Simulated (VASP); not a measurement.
## SiNi: single point with PBE

SiNi:

```
CELL_PARAMETERS angstrom
5.08504 0.00000 0.00000
0.00000 3.34245 0.00000
0.00000 0.00000 5.52194
ATOMIC_POSITIONS crystal
Si 0.32327 0.75000 0.08568
Si 0.17673 0.25000 0.58568
Si 0.82327 0.75000 0.41432
Si 0.67673 0.25000 0.91432
Ni 0.01001 0.25000 0.18647
Ni 0.48999 0.75000 0.68647
Ni 0.51001 0.25000 0.31353
Ni 0.98999 0.75000 0.81353
```

This cell differs from its parent crystal: volume scaled by 0.960.

| Quantity | Value |
| --- | --- |
| Program | VASP 6.6.1 |
| Task | single point |
| Functional | PBE |
| Potentials or basis | VASP PAW PBE potentials, release 64 (Si, Ni) |
| Cutoff | 520 eV |
| k mesh | 8 × 10 × 6 |
| Occupations | gaussian, width 0.05 eV |
| Spin | no spin polarisation |
| Dipole correction | no |
| Further INCAR settings | ALGO = Normal; EDIFF = 1e-07; NBANDS = 38 |

```
Pressure               : 7.4 GPa
Largest force          : 0.011 eV/Å
Band gap on the k mesh : zero (band 28 reaches 12.00 eV, above the bottom of band 29 at 10.14 eV)
```

Forces on the atoms (eV/Å):
```
Si   0.001  0.000  0.006
Si  -0.001  0.000  0.006
Si   0.001  0.000 -0.006
Si  -0.001  0.000 -0.006
Ni   0.011  0.000 -0.002
Ni  -0.011  0.000 -0.002
Ni   0.011  0.000  0.002
Ni  -0.011  0.000  0.002
```

Stress tensor (GPa, compression positive):
```
7.45 0.00 0.00
0.00 7.34 0.00
0.00 0.00 7.47
```

Levels at points of the mesh, in eV from the Fermi level:
| k point | band 25 | band 26 | band 27 | band 28 | band 29 | band 30 | band 31 | band 32 |
| --- | --- | --- | --- | --- | --- | --- | --- | --- |
| (0.00, 0.00, 0.00) | -1.78 | -1.23 | -1.13 | -0.92 | 0.66 | 1.39 | 3.32 | 3.95 |
| (0.50, 0.00, 0.00) | -1.87 | -1.87 | 1.05 | 1.05 | 1.11 | 1.11 | 3.80 | 3.80 |
| (0.00, 0.50, 0.00) | -1.96 | -1.96 | -1.40 | -1.40 | -0.59 | -0.59 | 2.10 | 2.10 |
| (0.50, 0.50, 0.00) | -1.74 | -1.74 | -1.74 | -1.74 | 0.55 | 0.55 | 0.55 | 0.55 |
| (0.00, 0.00, 0.50) | -1.42 | -1.42 | -0.20 | -0.20 | 0.93 | 0.93 | 3.41 | 3.41 |
| (0.50, 0.00, 0.50) | -1.00 | -1.00 | 0.82 | 0.82 | 2.35 | 2.35 | 2.77 | 2.77 |
| (0.00, 0.50, 0.50) | -2.03 | -2.03 | -1.71 | -1.71 | 0.19 | 0.19 | 1.42 | 1.42 |
| (0.50, 0.50, 0.50) | -1.93 | -1.93 | -1.93 | -1.93 | 2.69 | 2.69 | 2.69 | 2.69 |

Run time: 7.1 min on 1 thread of Intel Xeon 6975P-C, with other jobs on the host, peak memory 0.44 GiB.

 Spin polarisation is off, so any magnetic state and its effect on volume and gap are missing.
